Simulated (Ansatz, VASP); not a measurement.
# One calculation of Al, two programs

Contents of INCAR:

```
ALGO = Normal
EDIFF = 1E-6
ENCUT = 520
GGA = PE
ISIF = 2
ISMEAR = -1
LASPH = True
LCHARG = False
LREAL = False
LWAVE = False
NBANDS = 14
NELM = 80
PREC = Accurate
SIGMA = 0.08
```

File KPOINTS:

```
k-points
0
Gamma
  14 14 4
```

Contents of POSCAR:

```
Al
1.0
    2.1105868071      0.0000000000      0.0000000000
   -1.0552934035      1.8278217919      0.0000000000
    0.0000000000      0.0000000000      6.8639114519
Al
4
Direct
    0.0000000000      0.0000000000      0.0000000000
    0.0000000000      0.0000000000      0.5000000000
    0.3333333333      0.6666666667      0.2500000000
    0.6666666667      0.3333333333      0.7500000000
```

Input for Ansatz:

```yaml
crystal:
  lattice:
    - [2.1105868071, 0.0, 0.0]
    - [-1.0552934035, 1.8278217919, 0.0]
    - [0.0, 0.0, 6.8639114519]
  atoms:
    - { symbol: Al, position: [0.0, 0.0, 0.0] }
    - { symbol: Al, position: [0.0, 0.0, 0.5] }
    - { symbol: Al, position: [0.3333333333, 0.6666666667, 0.25] }
    - { symbol: Al, position: [0.6666666667, 0.3333333333, 0.75] }
kpoints:
  mp_grid: { grid: [14, 14, 4] }
  band_path:
    path:
      - [0.0, 0.0, 0.0]
      - [0.5, 0.0, 0.0]
      - [0.3333333333, 0.3333333333, 0.0]
      - [0.0, 0.0, 0.0]
      - [0.0, 0.0, 0.5]
      - [0.5, 0.0, 0.5]
      - [0.3333333333, 0.3333333333, 0.5]
      - [0.0, 0.0, 0.5]
      - [0.5, 0.0, 0.5]
    npoints: 8
scf:
  occupations: { method: fermi_dirac, width: 0.08 }
hamiltonian:
  xc: pbe
  pseudopotentials: { kind: all_electron, lapw: { basis_error: 0.001 } }
output:
  forces: true
  stress: true
  eigenvalues: true
  populations: true
  dos: { projected: true, de: 0.2, e_range: [-14, 8] }
```

Change from the starting cell: volume scaled by 0.4, LAPW.

Alike in both runs: task single point; functional PBE; k mesh 14 × 14 × 4; occupations fermi-dirac, width 0.08 eV; no spin polarisation.

|  | VASP | Ansatz |
| --- | --- | --- |
| version | VASP 6.6.1 | Ansatz 0.2.0 |
| potentials or method | VASP PAW PBE potentials, release 64 (Al), cutoff 520 eV | all-electron LAPW, scalar-relativistic |

Ansatz gave:

* pressure (GPa): 458.6
* traceless stress, the component that is largest in VASP (GPa): 0.26

Problem. What did VASP give for the same quantities?

Solution. Pressure (GPa): 464.8; traceless stress, the component that is largest in VASP (GPa): 0.02.

Both programs put the cell under a high pressure, so it lies far from rest at this level. Ansatz ran all-electron here, and VASP with PAW potentials.

Noted on VASP's run: the cell as given lies far from equilibrium.
